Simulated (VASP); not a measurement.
Set up this calculation in VASP 6.6.1, as the native input.

```yaml
Task: single point
Functional: PBE
Potentials_or_basis: VASP PAW PBE potentials, release 64 (Ta_pv, Si, Ag)
Cutoff: 520 eV
k_mesh: 4 × 4 × 4
Occupations: gaussian, width 0.1 eV
Spin: no spin polarisation
Dipole_correction: no
Further_INCAR_settings: ALGO = Fast; EDIFF = 1e-06; NBANDS = 37
```

The structure of Ta3Si3Ag lies in POSCAR:

```
Ta3Si3Ag
1.0
    5.2251302641      0.0000000000      0.0000000000
    0.0000000000      5.2251302641      0.0000000000
    0.0000000000      0.0000000000      5.2251302641
Ta Si Ag
3 3 1
Direct
    0.0000000000      0.5000000000      0.5000000000
    0.5000000000      0.5000000000      0.0000000000
    0.5000000000      0.0000000000      0.5000000000
    0.0000000000      0.5000000000      0.0000000000
    0.5000000000      0.0000000000      0.0000000000
    0.0000000000      0.0000000000      0.5000000000
    0.5000000000      0.5000000000      0.5000000000
```

The cell was generated, and may not be a known phase.

The input as run:

INCAR

```
ALGO = Fast
EDIFF = 1E-6
ENCUT = 520
GGA = PE
ISIF = 2
ISMEAR = 0
LASPH = T
LCHARG = F
LREAL = F
LWAVE = F
NBANDS = 37
NELM = 100
PREC = Accurate
SIGMA = 0.1
```

KPOINTS

```
k-points
0
Gamma
  4 4 4
```

Potentials or basis: VASP PAW PBE potentials, release 64 (Ta_pv, Si, Ag).

Run with:

```sh
$ cat potpaw_PBE.64/Ta_pv/POTCAR potpaw_PBE.64/Si/POTCAR potpaw_PBE.64/Ag/POTCAR > POTCAR
$ mpirun -np 1 vasp_std > vasp.out
```

It gave:

```json
{
  "Pressure": "0.3 GPa",
  "Band gap on the k mesh": "zero (bands 28 and 29 overlap by 1.46 eV)"
}
```

Caveat: spin-orbit coupling is left out, which moves the levels of the heavy elements.

Run time: 27 s on 1 thread of Intel(R) Xeon(R) 6975P-C (Granite Rapids) (shared host), peak memory 0.26 GiB.
